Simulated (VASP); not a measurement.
Crystal: Cd.

```xyz
1
Lattice="-1.7540 1.7540 1.7540 1.7540 -1.7540 1.7540 1.7540 1.7540 -1.7540" Properties=species:S:1:pos:R:3 pbc="T T T"
Cd    0.0000    0.0000    0.0000
```

| Item | Value |
| --- | --- |
| Program | VASP 6.6.1 |
| Task | relaxation of cell and atoms |
| Functional | revPBE |
| Potentials or basis | VASP PAW PBE potentials, release 64 (Cd) |
| Cutoff | 600 eV |
| k mesh | 13 × 13 × 13 |
| Occupations | fermi-dirac, width 0.1 eV |
| Spin | no spin polarisation |

At the start: pressure 5.9 GPa; volume 21.59 Å³/atom.

Question: Where does the relaxation end?

Answer: Over 3 steps the energy falls by 47.4 meV/atom and the volume is 24.61 Å³/atom (+14.0 %); space group Im-3m (No. 229, to 0.05 Å).

Step by step:
| step | energy change (eV) | largest force (eV/Å) | pressure (GPa) | volume (Å³) |
| --- | --- | --- | --- | --- |
| 1 | 0.0000 | 0.0000 | 5.93 | 21.59 |
| 2 | -0.0468 | 0.0000 | 0.52 | 24.18 |
| 3 | -0.0474 | 0.0000 | -0.04 | 24.61 |

Final structure:
```
Cd
1.0
    -1.83246    1.83246    1.83246
     1.83246   -1.83246    1.83246
     1.83246    1.83246   -1.83246
Cd
1
Direct
  0.00000 0.00000 0.00000
```

Caveat: the PAW data sets were made with another functional, which shifts forces and pressure a little.
